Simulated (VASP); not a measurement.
# I (P4/nmm) in VASP: single point with PBEsol

Aim: the single point of I with PBEsol.

All numbers are computed with VASP 6.6.1; they aren't measurements. Logs are shortened: lines on timing, memory, paths and dates and some standing lists are left out, and cuts for length are marked.

## 1. The cell of the first run

Symmetry: P4/nmm, No. 129, tetragonal system. The conventional cell has a = 4.237 Å, b = 4.237 Å, c = 8.800 Å, α = 90.00°, β = 90.00°, γ = 90.00°. Within 5.4 Å of I (site symmetry 4mm) lie 8 I at 4.15 to 4.24 Å.

## 2. Single point, PBEsol

INCAR reads:

```
SYSTEM = I
ALGO = Normal
EDIFF = 1E-7
ENCUT = 520
GGA = PS
ISIF = 2
ISMEAR = -1
LASPH = .True.
LCHARG = .False.
LREAL = .False.
LWAVE = .False.
NBANDS = 14
NELM = 100
PREC = Accurate
SIGMA = 0.05
```

KPOINTS reads:

```
k-points
0
Gamma
  4 4 2
  0 0 0
```

POSCAR reads:

```
I
1.0
    4.2374000000      0.0000000000      0.0000000000
    0.0000000000      4.2374000000      0.0000000000
    0.0000000000      0.0000000000      8.8000000000
I
2
Direct
    0.5000000000      0.0000000000      0.6629700000
    0.0000000000      0.5000000000      0.3370300000
```

Potentials or basis: VASP PAW PBE potentials, release 64 (I).

Launch:

```console
> cat potpaw_PBE.64/I/POTCAR > POTCAR
> mpirun -np 1 vasp_std > vasp.out
```

OUTCAR:

```text
SYSTEM = I
   EDIFF = 1E-7
   ENCUT = 520
   GGA = PS
   ISIF = 2
   ISMEAR = -1
   LASPH = .True.
   LREAL = .False.
   NELM = 100
   PREC = Accurate

 ion  position               nearest neighbor table
   1  0.500  0.000  0.663-
   2  0.000  0.500  0.337-

  LATTYP: Found a simple tetragonal cell.
 ALAT       =     4.2374000000
 C/A-ratio  =     2.0767451739

  Lattice vectors:

 A1 = (   4.2374000000,   0.0000000000,   0.0000000000)
 A2 = (   0.0000000000,   4.2374000000,   0.0000000000)
 A3 = (   0.0000000000,   0.0000000000,   8.8000000000)

Analysis of symmetry for initial positions (statically):
=====================================================================
 Subroutine PRICEL returns:
 Original cell was already a primitive cell.

 Routine SETGRP: Setting up the symmetry group for a
 simple tetragonal supercell.

 Subroutine GETGRP returns: Found 16 space group operations
 (whereof  8 operations were pure point group operations)
 out of a pool of 16 trial point group operations.

The static configuration has the point symmetry D_2d.
 The point group associated with its full space group is D_4h.

Analysis of symmetry for dynamics (positions and initial velocities):
=====================================================================
 Subroutine PRICEL returns:
 Original cell was already a primitive cell.

 Routine SETGRP: Setting up the symmetry group for a
 simple tetragonal supercell.

 Subroutine GETGRP returns: Found 16 space group operations
 (whereof  8 operations were pure point group operations)
 out of a pool of 16 trial point group operations.

The dynamic configuration has the point symmetry D_2d.
 The point group associated with its full space group is D_4h.

 Subroutine INISYM returns: Found 16 space group operations
 (whereof  8 operations are pure point group operations),
 and found     1 'primitive' translations

----------------------------------------------------------------------------------------

                                     Primitive cell

  volume of cell :     158.0089

  direct lattice vectors                    reciprocal lattice vectors
     4.237400000  0.000000000  0.000000000     0.235993770  0.000000000  0.000000000
     0.000000000  4.237400000  0.000000000     0.000000000  0.235993770  0.000000000
     0.000000000  0.000000000  8.800000000     0.000000000  0.000000000  0.113636364

  length of vectors
     4.237400000  4.237400000  8.800000000     0.235993770  0.235993770  0.113636364

  position of ions in fractional coordinates (direct lattice)
     0.500000000  0.000000000  0.662970000
     0.000000000  0.500000000  0.337030000

  ion indices of the primitive-cell ions
   primitive index   ion index
                 1           1
                 2           2

----------------------------------------------------------------------------------------

 KPOINTS: k-points

Automatic generation of k-mesh.
 Grid dimensions read from file:
 generate k-points for:    4    4    2

 Generating k-lattice:

  Cartesian coordinates                     Fractional coordinates (reciprocal lattice)
     0.058998442  0.000000000  0.000000000     0.250000000  0.000000000  0.000000000
     0.000000000  0.058998442  0.000000000     0.000000000  0.250000000  0.000000000
     0.000000000  0.000000000  0.056818182     0.000000000  0.000000000  0.500000000

  Length of vectors
     0.058998442  0.058998442  0.056818182

  Shift w.r.t. Gamma in fractional coordinates (k-lattice)
     0.000000000  0.000000000  0.000000000

 Subroutine IBZKPT returns following result:
 ===========================================

 Found     12 irreducible k-points:

 Following reciprocal coordinates:
            Coordinates               Weight
  0.000000  0.000000  0.000000      1.000000
  0.250000  0.000000  0.000000      4.000000
  0.500000  0.000000  0.000000      2.000000
  0.250000  0.250000  0.000000      4.000000
  0.500000  0.250000  0.000000      4.000000
  0.500000  0.500000  0.000000      1.000000
  0.000000  0.000000  0.500000      1.000000
  0.250000  0.000000  0.500000      4.000000
  0.500000  0.000000  0.500000      2.000000
  0.250000  0.250000  0.500000      4.000000
  0.500000  0.250000  0.500000      4.000000
  0.500000  0.500000  0.500000      1.000000
   k-points           NKPTS =     12   k-points in BZ     NKDIM =     12   number of bands    NBANDS=     14
   number of dos      NEDOS =    301   number of ions     NIONS =      2
   total plane-waves  NPLWV =  71680
   dimension x,y,z NGX =    32 NGY =   32 NGZ =   70
   dimension x,y,z NGXF=    64 NGYF=   64 NGZF=  140
   ions per type =               2
   NGX,Y,Z   is equivalent  to a cutoff of  12.55, 12.55, 13.22 a.u.
   NGXF,Y,Z  is equivalent  to a cutoff of  25.11, 25.11, 26.45 a.u.
 SYSTEM =  I
   PREC   = accura    normal or accurate (medium, high low for compatibility)
   ISTART =      0    job   : 0-new  1-cont  2-samecut
   ICHARG =      2    charge: 1-file 2-atom 10-const
   ISPIN  =      1    spin polarized calculation?
   LNONCOLLINEAR =      F non collinear calculations
   LSORBIT =      F    spin-orbit coupling
   LASPH  =      T    aspherical Exc in radial PAW
   ENCUT  =  520.0 eV  38.22 Ry    6.18 a.u.   7.88  7.88 16.36*2*pi/ulx,y,z
   NELM   =    100;   NELMIN=  2; NELMDL= -5     # of ELM steps
   EDIFF  = 0.1E-06   stopping-criterion for ELM
   LREAL  =      F    real-space projection
   EDIFFG = 0.1E-05   stopping-criterion for IOM
   NSW    =      0    number of steps for IOM
   IBRION =     -1    ionic relax: 0-MD 1-quasi-New 2-CG
   NFREE  =      0    steps in history (QN), initial steepest desc. (CG)
   ISIF   =      2    stress and relaxation
   ISYM   =      2    0-nonsym 1-usesym 2-fastsym
   POTIM  = 0.5000    time-step for ionic-motion
   TEBEG  =    0.0;   TEEND  =   0.0 temperature during run
   PSTRESS=    0.0 pullay stress
   NELECT =      14.0000    total number of electrons
   NUPDOWN=      -1.0000    fix difference up-down
   EMIN   =  10.00;   EMAX   =-10.00  energy-range for DOS
   EFERMI =   0.00;   METHOD = LEGACY
   ISMEAR =    -1;   SIGMA  =   0.05  broadening in eV -4-tet -1-fermi 0-gaus
   EFERMI_NEDOS =   21; number of points for ismear=-14 and -15
   IALGO  =     38    algorithm
   IMIX   =      4    mixing-type and parameters
     AMIX     =   0.40;   BMIX     =  1.00
     AMIX_MAG =   1.60;   BMIX_MAG =  1.00
  volume/ion in A,a.u.               =      79.00       533.15
  Fermi-wavevector in a.u.,A,eV,Ry     =   0.729833  1.379185  7.247233  0.532657
  Thomas-Fermi vector in A             =   1.821653
   LORBIT       =      0    0 simple, 1 ext, 2 COOP (PROOUT), +10 PAW based schemes
   GGA     = PS    functional components
   LHFCALC =     F    Hartree Fock is set to
   AEXX    =    0.0000 exact exchange contribution
   IVDW    =     0    specifies the selected vdW correction
   LEPSILON=     F    determine dielectric tensor
   LRPA    =     F    only Hartree local field effects (RPA)
 non-spin polarized calculation
  energy-cutoff  :      520.00
  volume of cell :      158.01
 maximum number of plane-waves:      4280
 NGX is ok and might be reduce to    32
   NGX = 15   NGY = 15   NGZ = 33

 number of electron      14.0000001 magnetization

 Free energy of the ion-electron system (eV)
  ---------------------------------------------------
  ext. energy  EPLUGINS =         0.00000000
  ---------------------------------------------------
  free energy    TOTEN  =        -1.62369599 eV

  energy without entropy =       -1.58081043  energy(sigma->0) =       -1.60225321

 E-fermi :  -2.1472     XC(G=0):  -5.6412

 val. band max:       -2.1567668278   @ k =   0.2500   0.0000   0.5000
 cond. band min:      -2.1229487556   @ k =   0.2500   0.0000   0.0000
 fundamental gap:      0.0338180722
 Fermi energy:        -2.1472240163

 k-point     1 :       0.0000    0.0000    0.0000
  band No.  band energies     occupation
      1     -13.5001      2.00000
      2     -13.1356      2.00000
      3      -3.5763      2.00000
      4      -2.4182      1.99118
      5      -2.4182      1.99118
      6      -2.2885      1.88806
      7      -1.8540      0.00566
      8      -1.8540      0.00566
      9       3.0851      0.00000
     10       4.4180      0.00000
     11       5.0614      0.00000
     12       5.8249      0.00000
     13       6.6256      0.00000
     14       7.2738      0.00000

 k-point     2 :       0.2500    0.0000    0.0000
  band No.  band energies     occupation
      1     -13.3747      2.00000
      2     -13.1083      2.00000
      3      -3.5330      2.00000
      4      -3.3617      2.00000
      5      -2.5545      1.99942
      6      -2.2622      1.81763
      7      -2.1229      0.76191
      8      -1.8494      0.00516
      9       3.9382      0.00000
     10       4.8303      0.00000
     11       5.9659      0.00000
     12       6.3491      0.00000
     13       6.4531      0.00000
     14       7.7153      0.00000

 k-point     3 :       0.5000    0.0000    0.0000
  band No.  band energies     occupation
      1     -13.1619      2.00000
      2     -13.1619      2.00000
      3      -3.9001      2.00000
      4      -3.9001      2.00000
      5      -2.4340      1.99356
      6      -2.4340      1.99356
      7      -1.9725      0.05890
      8      -1.9725      0.05890
      9       5.1326      0.00000
     10       5.1326      0.00000
     11       5.5208      0.00000
     12       5.5208      0.00000
     13       6.9944      0.00000
     14       6.9944      0.00000
[... 120 lines left out ...]
 k-point    11 :       0.5000    0.2500    0.5000
  band No.  band energies     occupation
      1     -13.0868      2.00000
      2     -13.0868      2.00000
      3      -3.7612      2.00000
      4      -3.7612      2.00000
      5      -2.7274      1.99998
      6      -2.7274      1.99998
      7      -2.3856      1.98315
      8      -2.3856      1.98315
      9       5.1760      0.00000
     10       5.1760      0.00000
     11       5.4527      0.00000
     12       5.4527      0.00000
     13       6.8513      0.00000
     14       6.8513      0.00000

 k-point    12 :       0.5000    0.5000    0.5000
  band No.  band energies     occupation
      1     -13.0083      2.00000
      2     -13.0083      2.00000
      3      -3.7903      2.00000
      4      -3.7903      2.00000
      5      -2.9401      2.00000
      6      -2.9401      2.00000
      7      -2.5738      1.99961
      8      -2.5738      1.99961
      9       4.5400      0.00000
     10       4.5400      0.00000
     11       5.7425      0.00000
     12       5.7425      0.00000
     13       6.7751      0.00000
     14       6.7751      0.00000

------------------------ aborting loop because EDIFF is reached ----------------------------------------

  FORCE on cell =-STRESS in cart. coord.  units (eV):
  Direction    XX          YY          ZZ          XY          YZ          ZX
  --------------------------------------------------------------------------------------
  -------------------------------------------------------------------------------------
  Total       -3.1224170     -3.1224170     -1.1851752      0.0000000     -0.0000000      0.0000000
  in kB      -31.6606545    -31.6606545    -12.0174288      0.0000000     -0.0000000      0.0000000
  external PRESSURE =     -25.1129126 kB  Pullay stress =       0.0000000 kB

 VOLUME and BASIS-vectors are now :
 -----------------------------------------------------------------------------
  energy-cutoff  :      520.00
  volume of cell :      158.01
      direct lattice vectors                 reciprocal lattice vectors
     4.237400000  0.000000000  0.000000000     0.235993770  0.000000000  0.000000000
     0.000000000  4.237400000  0.000000000     0.000000000  0.235993770  0.000000000
     0.000000000  0.000000000  8.800000000     0.000000000  0.000000000  0.113636364

 POSITION                                       TOTAL-FORCE (eV/Angst)
 -----------------------------------------------------------------------------------
      2.11870      0.00000      5.83414         0.000000      0.000000     -0.403266
      0.00000      2.11870      2.96586         0.000000     -0.000000      0.403266
 -----------------------------------------------------------------------------------
    total drift:                                0.000000      0.000000     -0.000000

  FREE ENERGIE OF THE ION-ELECTRON SYSTEM (eV)
  ---------------------------------------------------
  free  energy   TOTEN  =        -1.6236959902 eV

  energy  without entropy=       -1.5808104251  energy(sigma->0) =       -1.60225321
```

Run time: 50 s. Hardware: 1 thread of AMD EPYC 7R13, shared host; peak memory 0.21 GiB.

What came out:

```
Free energy            : -1.6237 eV
Pressure               : -2.5 GPa
Largest force          : 0.403 eV/Å
Band gap on the k mesh : zero (bands 7 and 8 overlap by 0.72 eV)
```

Forces on the atoms (eV/Å):
```
I    0.000  0.000 -0.403
I    0.000  0.000  0.403
```

Caveat: the k points lie up to 0.37 Å⁻¹ apart, too coarse for converged energies and pressures of a metal; the PAW data sets were made with another functional, which shifts forces and pressure a little; spin-orbit coupling is left out, which moves the levels of the heavy elements.

The gap in the log of VASP goes by the Fermi energy; the results here count the filled bands.